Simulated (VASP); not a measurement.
# WF2 (P-3m1) in VASP: single point with PBE+U

Aim: the single point of WF2 with PBE+U.

Program: VASP 6.6.1. These are calculated values, not measurements. Logs are shortened: lines on timing, memory, paths and dates and some standing lists are left out, and cuts for length are marked.

### 1 The cell of the first run

The structure is trigonal, space group P-3m1 (No. 164). The conventional cell has a = 3.276 Å, b = 3.276 Å, c = 5.554 Å, α = 90.00°, β = 90.00°, γ = 120.00°. W (site symmetry -3m) has 6 F at 2.26 Å within 3.0 Å. Within 3.0 Å of F (site symmetry 3m) lie 3 W at 2.26 Å.

### 2 Single point, PBE+U, collinear spin, ferromagnetic start

The input, INCAR:

```
SYSTEM = WF2
ALGO = Normal
EDIFF = 1E-6
ENCUT = 520
GGA = PE
ISIF = 2
ISMEAR = 0
ISPIN = 2
LASPH = .True.
LCHARG = .False.
LDAU = .True.
LDAUJ = 0 0
LDAUL = 2 -1
LDAUPRINT = 1
LDAUTYPE = 2
LDAUU = 6.2 0
LMAXMIX = 4
LORBIT = 11
LREAL = .False.
LWAVE = .False.
MAGMOM = 1 0 0
NBANDS = 25
NELM = 150
PREC = Accurate
SIGMA = 0.1
```

The input, KPOINTS:

```
k-points
0
Gamma
  12 12 8
  0 0 0
```

The input, POSCAR:

```
WF2
1.0
    3.2757180747      0.0000000000      0.0000000000
   -1.6378590374      2.8368550683      0.0000000000
    0.0000000000      0.0000000000      5.5544574899
W F
1 2
Direct
    0.0000000000      0.0000000000      0.0000000000
    0.3333333333      0.6666666667      0.2230022322
    0.6666666667      0.3333333333      0.7769977678
```

Potentials or basis: VASP PAW PBE potentials, release 64 (W_sv, F).

Run with:

```
cat potpaw_PBE.64/W_sv/POTCAR potpaw_PBE.64/F/POTCAR > POTCAR
mpirun -np 1 vasp_std > vasp.out
```

OUTCAR:

```text
SYSTEM = WF2
   EDIFF = 1E-6
   ENCUT = 520
   GGA = PE
   ISIF = 2
   ISMEAR = 0
   ISPIN = 2
   LASPH = .True.
   LORBIT = 11
   LREAL = .False.
   NELM = 150
   PREC = Accurate

 ion  position               nearest neighbor table
   1  0.000  0.000  0.000-   2 2.26   3 2.26   3 2.26   2 2.26   3 2.26   2 2.26
   2  0.333  0.667  0.223-   1 2.26   1 2.26   1 2.26
   3  0.667  0.333  0.777-   1 2.26   1 2.26   1 2.26

  LATTYP: Found a hexagonal cell.
 ALAT       =     3.2757180747
 C/A-ratio  =     1.6956457678

  Lattice vectors:

 A1 = (   3.2757180747,   0.0000000000,   0.0000000000)
 A2 = (  -1.6378590374,   2.8368550683,   0.0000000000)
 A3 = (   0.0000000000,   0.0000000000,   5.5544574899)

Analysis of symmetry for initial positions (statically):
=====================================================================
 Subroutine PRICEL returns:
 Original cell was already a primitive cell.

 Routine SETGRP: Setting up the symmetry group for a
 hexagonal supercell.

 Subroutine GETGRP returns: Found 12 space group operations
 (whereof 12 operations were pure point group operations)
 out of a pool of 24 trial point group operations.

The static configuration has the point symmetry D_3d.

Analysis of symmetry for dynamics (positions and initial velocities):
=====================================================================
 Subroutine PRICEL returns:
 Original cell was already a primitive cell.

 Routine SETGRP: Setting up the symmetry group for a
 hexagonal supercell.

 Subroutine GETGRP returns: Found 12 space group operations
 (whereof 12 operations were pure point group operations)
 out of a pool of 24 trial point group operations.

The dynamic configuration has the point symmetry D_3d.

Analysis of structural, dynamic, and magnetic symmetry:
=====================================================================
 Subroutine PRICEL returns:
[... 174 lines left out ...]

  o =  0.0625  v =  0.0000  0.0000  0.0000  0.0000  0.0000  0.0000  0.0000 -1.0000 -0.0000 -0.0000      0.0000  0.0000  0.0000  0.0000  0.0000  0.0000  0.0000  0.0000  0.0000  0.0000
  o =  0.0783  v =  0.0000  0.0000  0.0000  0.0000  0.0000  0.2445 -0.7540  0.0000 -0.4574  0.4030      0.0000  0.0000  0.0000  0.0000  0.0000  0.0000  0.0000  0.0000  0.0000  0.0000
  o =  0.0783  v =  0.0000  0.0000  0.0000  0.0000  0.0000  0.4030  0.4574  0.0000 -0.7540 -0.2445      0.0000  0.0000  0.0000  0.0000  0.0000  0.0000  0.0000  0.0000  0.0000  0.0000
  o =  0.0951  v = -0.3090  0.6867  0.0000  0.4164 -0.5095  0.0000  0.0000  0.0000  0.0000  0.0000      0.0000  0.0000  0.0000  0.0000  0.0000  0.0000  0.0000  0.0000  0.0000  0.0000
  o =  0.0951  v = -0.5095 -0.4164  0.0000  0.6867  0.3090  0.0000  0.0000  0.0000  0.0000  0.0000      0.0000  0.0000  0.0000  0.0000  0.0000  0.0000  0.0000  0.0000  0.0000  0.0000
  o =  0.1638  v =  0.0000  0.0000  0.0000  0.0000  0.0000  0.4574  0.4030  0.0000  0.2445  0.7541      0.0000  0.0000  0.0000  0.0000  0.0000  0.0000  0.0000  0.0000  0.0000  0.0000
  o =  0.1638  v =  0.0000  0.0000  0.0000  0.0000  0.0000 -0.7541  0.2445 -0.0000 -0.4030  0.4574      0.0000  0.0000  0.0000  0.0000  0.0000  0.0000  0.0000  0.0000  0.0000  0.0000
  o =  0.8359  v = -0.4165 -0.5095  0.0000 -0.3090 -0.6866  0.0000  0.0000  0.0000  0.0000  0.0000      0.0000  0.0000  0.0000  0.0000  0.0000  0.0000  0.0000  0.0000  0.0000  0.0000
  o =  0.8359  v = -0.6866  0.3090  0.0000 -0.5095  0.4165  0.0000  0.0000  0.0000  0.0000  0.0000      0.0000  0.0000  0.0000  0.0000  0.0000  0.0000  0.0000  0.0000  0.0000  0.0000
  o =  0.8458  v =  0.0000 -0.0000  1.0000  0.0000 -0.0000  0.0000  0.0000  0.0000  0.0000  0.0000      0.0000  0.0000  0.0000  0.0000  0.0000  0.0000  0.0000  0.0000  0.0000  0.0000

 number of electron      28.0000016 magnetization       2.5284472

 Free energy of the ion-electron system (eV)
  ---------------------------------------------------
  ext. energy  EPLUGINS =         0.00000000
  ---------------------------------------------------
  free energy    TOTEN  =       -14.38995252 eV

  energy without entropy =      -14.38406584  energy(sigma->0) =      -14.38700918

 E-fermi :   4.6655     XC(G=0):  -9.1777

 val. band max:        4.6632047169   @ k =  -0.1667   0.4167   0.3750
 cond. band min:       4.6953925003   @ k =   0.1667   0.1667   0.1250
 fundamental gap:      0.0321877834
 Fermi energy:         4.6654899311

 spin component 1

 k-point     1 :       0.0000    0.0000    0.0000
  band No.  band energies     occupation
      1     -72.1963      1.00000
      2     -36.6419      1.00000
      3     -36.4030      1.00000
      4     -36.4030      1.00000
      5     -22.0444      1.00000
      6     -21.6073      1.00000
[... 1337 lines left out ...]
     24      19.7255      0.00000
     25      22.1943      0.00000

 [... further k-points ...]
[... 5 lines left out ...]
  --------------------------------------------------------------------------------------
  -------------------------------------------------------------------------------------
  Total        0.7708826      0.7708826      1.1444325     -0.0000000     -0.0000000     -0.0000000
  in kB       23.9283934     23.9283934     35.5234754     -0.0000000     -0.0000000     -0.0000000
  external PRESSURE =      27.7934208 kB  Pullay stress =       0.0000000 kB

 VOLUME and BASIS-vectors are now :
 -----------------------------------------------------------------------------
  energy-cutoff  :      520.00
  volume of cell :       51.62
      direct lattice vectors                 reciprocal lattice vectors
     3.275718075  0.000000000  0.000000000     0.305276577  0.176251514  0.000000000
    -1.637859037  2.836855068  0.000000000     0.000000000  0.352503027  0.000000000
     0.000000000  0.000000000  5.554457490     0.000000000  0.000000000  0.180035584

 POSITION                                       TOTAL-FORCE (eV/Angst)
 -----------------------------------------------------------------------------------
      0.00000      0.00000      0.00000         0.000000      0.000000      0.000000
     -0.00000      1.89124      1.23866        -0.000000      0.000000      0.478974
      1.63786      0.94562      4.31580        -0.000000      0.000000     -0.478974
 -----------------------------------------------------------------------------------
    total drift:                               -0.000000      0.000000      0.000000

  FREE ENERGIE OF THE ION-ELECTRON SYSTEM (eV)
  ---------------------------------------------------
  free  energy   TOTEN  =       -14.3899525190 eV

  energy  without entropy=      -14.3840658370  energy(sigma->0) =      -14.38700918

 total charge

# of ion       s       p       d       tot
------------------------------------------
    1        2.277   6.103   3.217  11.596
    2        1.748   4.327   0.000   6.075
    3        1.748   4.327   0.000   6.075
--------------------------------------------------
tot          5.772  14.757   3.217  23.746

 magnetization (x)

# of ion       s       p       d       tot
------------------------------------------
    1        0.049   0.010   2.142   2.202
    2        0.003   0.027   0.000   0.030
    3        0.003   0.027   0.000   0.030
--------------------------------------------------
tot          0.055   0.063   2.142   2.261
```

Wall time 5.8 min (1 thread of Oxide Virtual Turin-like, shared host); peak memory 0.32 GiB.

What came out:

* Free energy: -14.3900 eV
* Pressure: 2.8 GPa
* Largest force: 0.479 eV/Å
* Net moment: 2.53 μB per cell
* Site moments: W +2.20; F +0.03 μB
* Valence electrons inside the program's atomic spheres: W 11.60; F 6.08

Forces in eV/Å, atoms in the order of the input:
```
W    0.000  0.000  0.000
F    0.000  0.000  0.479
F    0.000  0.000 -0.479
```

Stress tensor (GPa, compression positive):
```
2.39 0.00 0.00
0.00 2.39 0.00
0.00 0.00 3.55
```

Levels at points of the mesh, in eV from the Fermi level:
Spin up:
| k point | band 13 | band 14 | band 15 | band 16 | band 17 | band 18 |
| --- | --- | --- | --- | --- | --- | --- |
| (0.00, 0.00, 0.00) | -4.23 | -4.23 | -3.93 | -2.29 | 2.15 | 2.15 |
| (0.50, 0.00, 0.00) | -4.93 | -3.13 | -2.80 | 1.51 | 2.89 | 3.23 |
| (0.00, 0.00, 0.50) | -4.23 | -4.23 | -3.92 | -1.59 | 1.83 | 2.17 |
| (0.50, 0.00, 0.50) | -4.93 | -3.12 | -2.80 | 1.41 | 2.88 | 3.45 |
Spin down:
| k point | band 9 | band 10 | band 11 | band 12 | band 13 | band 14 | band 15 | band 16 | band 17 | band 18 |
| --- | --- | --- | --- | --- | --- | --- | --- | --- | --- | --- |
| (0.00, 0.00, 0.00) | -8.28 | -7.41 | -7.41 | -7.23 | -1.56 | 0.96 | 0.96 | 1.29 | 3.26 | 3.26 |
| (0.50, 0.00, 0.00) | -8.13 | -7.91 | -7.76 | -7.68 | -0.64 | 2.40 | 2.74 | 3.00 | 3.73 | 3.97 |
| (0.00, 0.00, 0.50) | -8.27 | -7.58 | -7.42 | -7.42 | -0.82 | 0.95 | 0.95 | 1.47 | 2.26 | 3.27 |
| (0.50, 0.00, 0.50) | -8.16 | -7.89 | -7.72 | -7.52 | -0.61 | 2.48 | 2.76 | 3.00 | 3.96 | 4.03 |

Eigenvalues of the final occupation matrices:
```tsv
site	spin	trace	eigenvalues
site 1 d	1	2.71	0.10 0.10 0.84 0.84 0.85
site 1 d	2	0.55	0.06 0.08 0.08 0.16 0.16
```

Caveat: spin-orbit coupling is left out, which moves the levels of the heavy elements. The state reached can hang on the start; a lower one may exist.
